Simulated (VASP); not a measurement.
# LiH (rocksalt type) in VASP: a series of runs, part 2 of 3

VASP 6.6.1. Earlier steps stand in the parts before.

### 4 Electric field gradients, PBE (volume scaled by 0.9405)

INCAR

```
PREC = Accurate ; ENCUT = 520
EDIFF = 1E-8 ; ISMEAR = -1
SIGMA = 0.08 ; LREAL = F
LASPH = T ; NELM = 80
ALGO = Normal ; ISIF = 2
LWAVE = F ; LCHARG = F
GGA = PE ; LEFG = T
NBANDS = 9
```

KPOINTS

```
regular mesh
0
Gamma
  14 14 14
```

POSCAR

```
LiH
1.0
    0.0000000000      1.9629412656      1.9629412656
    1.9629412656      0.0000000000      1.9629412656
    1.9629412656      1.9629412656      0.0000000000
Li H
1 1
Direct
    0.0000000000      0.0000000000      0.0000000000
    0.5000000000      0.5000000000      0.5000000000
```

Potentials or basis: VASP PAW PBE potentials, release 64 (Li_sv, H).

The run is started by

```sh
> cat potpaw_PBE.64/Li_sv/POTCAR potpaw_PBE.64/H/POTCAR > POTCAR
> mpirun -np 1 vasp_std > vasp.out
```

OUTCAR:

```text
PREC = Accurate
   ENCUT = 520
   EDIFF = 1E-8
   ISMEAR = -1
   LREAL = F
   LASPH = T
   NELM = 80
   ISIF = 2
   GGA = PE

 ion  position               nearest neighbor table
   1  0.000  0.000  0.000-
   2  0.500  0.500  0.500-

  LATTYP: Found a face centered cubic cell.
 ALAT       =     3.9258825312

  Lattice vectors:

 A1 = (   0.0000000000,   1.9629412656,   1.9629412656)
 A2 = (   1.9629412656,   0.0000000000,   1.9629412656)
 A3 = (   1.9629412656,   1.9629412656,   0.0000000000)

Analysis of symmetry for initial positions (statically):
=====================================================================
 Subroutine PRICEL returns:
 Original cell was already a primitive cell.

 Routine SETGRP: Setting up the symmetry group for a
 face centered cubic supercell.

 Subroutine GETGRP returns: Found 48 space group operations
 (whereof 48 operations were pure point group operations)
 out of a pool of 48 trial point group operations.

The static configuration has the point symmetry O_h .

Analysis of symmetry for dynamics (positions and initial velocities):
=====================================================================
 Subroutine PRICEL returns:
 Original cell was already a primitive cell.

 Routine SETGRP: Setting up the symmetry group for a
 face centered cubic supercell.

 Subroutine GETGRP returns: Found 48 space group operations
 (whereof 48 operations were pure point group operations)
 out of a pool of 48 trial point group operations.

The dynamic configuration has the point symmetry O_h .

 Subroutine INISYM returns: Found 48 space group operations
 (whereof 48 operations are pure point group operations),
 and found     1 'primitive' translations

----------------------------------------------------------------------------------------

                                     Primitive cell

  volume of cell :      15.1270

  direct lattice vectors                    reciprocal lattice vectors
     0.000000000  1.962941266  1.962941266    -0.254719797  0.254719797  0.254719797
     1.962941266  0.000000000  1.962941266     0.254719797 -0.254719797  0.254719797
     1.962941266  1.962941266  0.000000000     0.254719797  0.254719797 -0.254719797

  length of vectors
     2.776018160  2.776018160  2.776018160     0.441187629  0.441187629  0.441187629

  position of ions in fractional coordinates (direct lattice)
     0.000000000  0.000000000  0.000000000
     0.500000000  0.500000000  0.500000000

  ion indices of the primitive-cell ions
   primitive index   ion index
                 1           1
                 2           2

----------------------------------------------------------------------------------------

 KPOINTS: regular mesh

Automatic generation of k-mesh.
 Grid dimensions read from file:
[... 70 lines left out ...]
   NFREE  =      0    steps in history (QN), initial steepest desc. (CG)
   ISIF   =      2    stress and relaxation
   ISYM   =      2    0-nonsym 1-usesym 2-fastsym
   POTIM  = 0.5000    time-step for ionic-motion
   TEBEG  =    0.0;   TEEND  =   0.0 temperature during run
   PSTRESS=    0.0 pullay stress
   NELECT =       4.0000    total number of electrons
   NUPDOWN=      -1.0000    fix difference up-down
   EMIN   =  10.00;   EMAX   =-10.00  energy-range for DOS
   EFERMI =   0.00;   METHOD = LEGACY
   ISMEAR =    -1;   SIGMA  =   0.08  broadening in eV -4-tet -1-fermi 0-gaus
   EFERMI_NEDOS =   21; number of points for ismear=-14 and -15
   IALGO  =     38    algorithm
   IMIX   =      4    mixing-type and parameters
     AMIX     =   0.40;   BMIX     =  1.00
     AMIX_MAG =   1.60;   BMIX_MAG =  1.00
  volume/ion in A,a.u.               =       7.56        51.04
  Fermi-wavevector in a.u.,A,eV,Ry     =   1.050778  1.985682 15.022653  1.104134
  Thomas-Fermi vector in A             =   2.185794
   LORBIT       =      0    0 simple, 1 ext, 2 COOP (PROOUT), +10 PAW based schemes
   GGA     = PE    functional components
   LHFCALC =     F    Hartree Fock is set to
   AEXX    =    0.0000 exact exchange contribution
   IVDW    =     0    specifies the selected vdW correction
   LEPSILON=     F    determine dielectric tensor
   LRPA    =     F    only Hartree local field effects (RPA)
 non-spin polarized calculation
  energy-cutoff  :      520.00
  volume of cell :       15.13
 maximum number of plane-waves:       420
 NGX is ok and might be reduce to    24
   NGX = 11   NGY = 11   NGZ = 11

 number of electron       4.0000000 magnetization

 Free energy of the ion-electron system (eV)
  ---------------------------------------------------
  ext. energy  EPLUGINS =         0.00000000
  ---------------------------------------------------
  free energy    TOTEN  =        -6.12003545 eV

  energy without entropy =       -6.12003545  energy(sigma->0) =       -6.12003545

 E-fermi :   1.9575     XC(G=0):  -8.7149

 val. band max:        0.3943024983   @ k =   0.5000   0.5000   0.0000
 cond. band min:       3.3230568841   @ k =   0.5000   0.5000   0.0000
 fundamental gap:      2.9287543858
 Fermi energy:         1.9575302854

 k-point     1 :       0.0000    0.0000    0.0000
  band No.  band energies     occupation
      1     -43.8464      2.00000
      2      -5.2799      2.00000
      3      17.3072      0.00000
      4      18.9336      0.00000
      5      18.9336      0.00000
      6      18.9336      0.00000
      7      23.7664      0.00000
      8      23.7664      0.00000
      9      23.7664      0.00000
[... 265 lines left out ...]
 k-point    24 :       0.2857    0.1429    0.0000
  band No.  band energies     occupation
      1     -43.8116      2.00000
      2      -3.9270      2.00000
      3      10.8581      0.00000
      4      14.0386      0.00000
      5      14.9043      0.00000
      6      18.7690      0.00000
      7      21.1412      0.00000
      8      25.0854      0.00000
      9      27.4304      0.00000

 [... further k-points ...]
[... 5 lines left out ...]
  --------------------------------------------------------------------------------------
  -------------------------------------------------------------------------------------
  Total        0.2070097      0.2070097      0.2070097     -0.0000000     -0.0000000     -0.0000000
  in kB       21.9254958     21.9254958     21.9254958     -0.0000000     -0.0000000     -0.0000000
  external PRESSURE =      21.9254958 kB  Pullay stress =       0.0000000 kB

 VOLUME and BASIS-vectors are now :
 -----------------------------------------------------------------------------
  energy-cutoff  :      520.00
  volume of cell :       15.13
      direct lattice vectors                 reciprocal lattice vectors
     0.000000000  1.962941266  1.962941266    -0.254719797  0.254719797  0.254719797
     1.962941266  0.000000000  1.962941266     0.254719797 -0.254719797  0.254719797
     1.962941266  1.962941266  0.000000000     0.254719797  0.254719797 -0.254719797

 POSITION                                       TOTAL-FORCE (eV/Angst)
 -----------------------------------------------------------------------------------
      0.00000      0.00000      0.00000         0.000000      0.000000      0.000000
      1.96294      1.96294      1.96294         0.000000     -0.000000      0.000000
 -----------------------------------------------------------------------------------
    total drift:                                0.000000     -0.000000     -0.000000

  FREE ENERGIE OF THE ION-ELECTRON SYSTEM (eV)
  ---------------------------------------------------
  free  energy   TOTEN  =        -6.1200354463 eV

  energy  without entropy=       -6.1200354460  energy(sigma->0) =       -6.12003545

 Electric field gradients (V/A^2)
---------------------------------------------------------------------
 ion       V_xx      V_yy      V_zz      V_xy      V_xz      V_yz
---------------------------------------------------------------------
   1       0.000    -0.000     0.000     0.001     0.001     0.001
   2      -0.000    -0.000     0.000     0.000     0.000     0.000
---------------------------------------------------------------------

 Electric field gradients after diagonalization (V/A^2)
 (convention: |V_zz| > |V_xx| > |V_yy|)
----------------------------------------------------------------------
 ion       V_xx      V_yy      V_zz     asymmetry (V_yy - V_xx)/ V_zz
----------------------------------------------------------------------
   1      -0.001    -0.001     0.002       0.000
   2      -0.000    -0.000     0.000       0.000
----------------------------------------------------------------------

           NMR quadrupolar parameters

 Cq : quadrupolar parameter    Cq=e*Q*V_zz/h
 eta: asymmetry parameters     (V_yy - V_xx)/ V_zz
 Q  : nuclear electric quadrupole moment in mb (millibarn)
----------------------------------------------------------------------
 ion       Cq(MHz)       eta       Q (mb)
----------------------------------------------------------------------
   1       0.000       0.000       1.000
   2       0.000       0.000       1.000
----------------------------------------------------------------------
```

OSZICAR:

```text
N       E                     dE             d eps       ncg     rms          rms(c)
DAV:   1    -0.180683933796E+01   -0.18068E+01   -0.15126E+03  1929   0.414E+02
DAV:   2    -0.631895165887E+01   -0.45121E+01   -0.44935E+01  2611   0.550E+01
DAV:   3    -0.636632390694E+01   -0.47372E-01   -0.47361E-01  2355   0.485E+00
DAV:   4    -0.636651327504E+01   -0.18937E-03   -0.18934E-03  2637   0.233E-01
DAV:   5    -0.636651379697E+01   -0.52193E-06   -0.52192E-06  2311   0.908E-03    0.291E+00
DAV:   6    -0.618188324688E+01    0.18463E+00   -0.14400E-01  2077   0.120E+00    0.147E+00
DAV:   7    -0.611841989050E+01    0.63463E-01   -0.19136E-01  2205   0.156E+00    0.223E-01
DAV:   8    -0.612011052181E+01   -0.16906E-02   -0.40260E-03  2228   0.420E-01    0.436E-02
DAV:   9    -0.612004352649E+01    0.66995E-04   -0.15273E-04  2355   0.511E-02    0.573E-03
DAV:  10    -0.612003652441E+01    0.70021E-05   -0.61143E-06  2218   0.181E-02    0.234E-03
DAV:  11    -0.612003578834E+01    0.73607E-06   -0.19401E-07  2675   0.191E-03    0.333E-04
DAV:  12    -0.612003550086E+01    0.28749E-06   -0.62579E-09  2149   0.545E-04    0.230E-04
DAV:  13    -0.612003543901E+01    0.61848E-07   -0.29949E-09  1190   0.315E-04    0.229E-05
DAV:  14    -0.612003544626E+01   -0.72533E-08   -0.42871E-10  1069   0.157E-04
   1 F= -.61200354E+01 E0= -.61200354E+01  d E =-.239178E-09
```

stdout:

```text
POSCAR found type information on POSCAR LiH
 POSCAR found :  2 types and       2 ions
 scaLAPACK will be used
 LDA part: xc-table for (Slater+PW92), standard interpolation
 POSCAR, INCAR and KPOINTS ok, starting setup
 FFT: planning ... GRIDC
 FFT: planning ... GRID_SOFT
 FFT: planning ... GRID
 WAVECAR not read
 entering main loop
ion   1

ion   2
```

Wall time 5.5 s (1 thread of Intel Xeon 6975P-C (Granite Rapids), shared host); peak memory 0.13 GiB.

What came out:

```
Free energy            : -6.1200 eV
Band gap on the k mesh : 2.93 eV, direct
```

Levels at points of the mesh, in eV from the valence-band top:
```csv
k point,band 1,band 2,band 3,band 4,band 5,band 6,band 7
"(0.00, 0.00, 0.00)",-44.24,-5.67,16.91,18.54,18.54,18.54,23.37
"(0.50, 0.00, 0.00)",-44.18,-2.81,5.07,14.21,17.08,17.08,19.71
"(0.50, 0.50, 0.00)",-44.16,0.00,2.93,11.12,11.12,14.37,18.18
```

Caveat: the cutoff is under 1.25 times the usual one of these potentials, so pressure, stress and relaxed cells hold a basis-set (Pulay) error; without QUAD_EFG the Cq values of the log hold for a quadrupole moment of 1 mb, not for the nuclei. A k mesh can miss the band edges.

[end of part 2 of 3]
